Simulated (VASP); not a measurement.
The system is PtSe.

```
Pt Se
1.0
     0.00000    2.79841    2.79841
     2.79841    0.00000    2.79841
     2.79841    2.79841    0.00000
Pt Se
1 1
Direct
  0.50000 0.50000 0.50000
  0.00000 0.00000 0.00000
```

| Property | Result |
| --- | --- |
| Program | VASP 6.6.1 |
| Task | relaxation of cell and atoms |
| Functional | B3LYP |
| Potentials or basis | VASP PAW PBE potentials, release 64 (Pt, Se) |
| Cutoff | 600 eV |
| k mesh | 4 × 4 × 4 |
| Occupations | fermi-dirac, width 0.05 eV |
| Spin | no spin polarisation |

At the start: pressure -9.7 GPa; volume 21.91 Å³/atom.

Problem. How do energy, volume and symmetry change on relaxing?

Solution. Over 3 steps the energy falls by 100.0 meV/atom and the volume is 19.18 Å³/atom (-12.5 %); space group Fm-3m (No. 225, to 0.1 Å) before and after.

Step by step:
| step | energy change (eV) | largest force (eV/Å) | pressure (GPa) | volume (Å³) |
| --- | --- | --- | --- | --- |
| 1 | 0.0000 | 0.0000 | -9.68 | 43.83 |
| 2 | -0.1370 | 0.0000 | 9.05 | 35.96 |
| 3 | -0.2000 | 0.0000 | -0.08 | 38.37 |

Final structure:
```yaml
crystal:
  lattice:
    - [0.00000, 2.67699, 2.67699]
    - [2.67699, 0.00000, 2.67699]
    - [2.67699, 2.67699, 0.00000]
  atoms:
    - { symbol: Pt, position: [0.50000, 0.50000, 0.50000] }
    - { symbol: Se, position: [0.00000, 0.00000, 0.00000] }
```

Caveat: the k points lie up to 0.51 Å⁻¹ apart in the final cell, too coarse for converged energies and pressures of a metal; the PAW data sets were made with another functional, which shifts forces and pressure a little.
